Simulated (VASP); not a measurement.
Set up this calculation in VASP 6.6.1, as the native input.

```yaml
Task: single point
Functional: BLYP
Potentials_or_basis: VASP PAW PBE potentials, release 64 (B)
Cutoff: 520 eV
k_mesh: 23 × 23 × 2
Occupations: fermi-dirac, width 0.1 eV
Spin: no spin polarisation
Dipole_correction: no
Further_INCAR_settings: ALGO = Normal; EDIFF = 1e-07; NBANDS = 14
```

The structure of B lies in POSCAR:

```
B
1.0
    1.7831341476      0.0000000000      0.0000000000
   -0.8915670738      1.5442394702      0.0000000000
    0.0000000000      0.0000000000     22.1325438329
B
4
Direct
    0.0000000000      1.0000000000      0.0000000000
    0.0000000000      1.0000000000      0.5000000000
    0.3333333333      0.6666666667      0.2500000000
    0.6666666667      0.3333333333      0.7500000000
```

This cell differs from its parent crystal: volume scaled by 1.12.

The input as run:

INCAR

```
AGGAC = 1.0
AGGAX = 1.0
ALDAC = 0.0
ALDAX = 1.0
ALGO = Normal
EDIFF = 1E-7
ENCUT = 520
GGA = B5
ISIF = 2
ISMEAR = -1
LASPH = T
LCHARG = F
LREAL = F
LWAVE = F
NBANDS = 14
NELM = 100
PREC = Accurate
SIGMA = 0.1
```

KPOINTS

```
k-points
0
Gamma
  23 23 2
```

Potentials or basis: VASP PAW PBE potentials, release 64 (B).

Command:

```console
$ cat potpaw_PBE.64/B/POTCAR > POTCAR
$ mpirun -np 1 vasp_std > vasp.out
```

It gave:

```
Pressure               : -11.5 GPa
Band gap on the k mesh : zero (band 6 reaches 5.24 eV, above the bottom of band 7 at -4.69 eV)
```

Caveat: the PAW data sets were made with another functional, which shifts forces and pressure a little.

Wall time 60 s on 1 thread of AMD EPYC 9R45 96-Core Processor (Zen 5), on a shared host, peak memory 0.18 GiB.
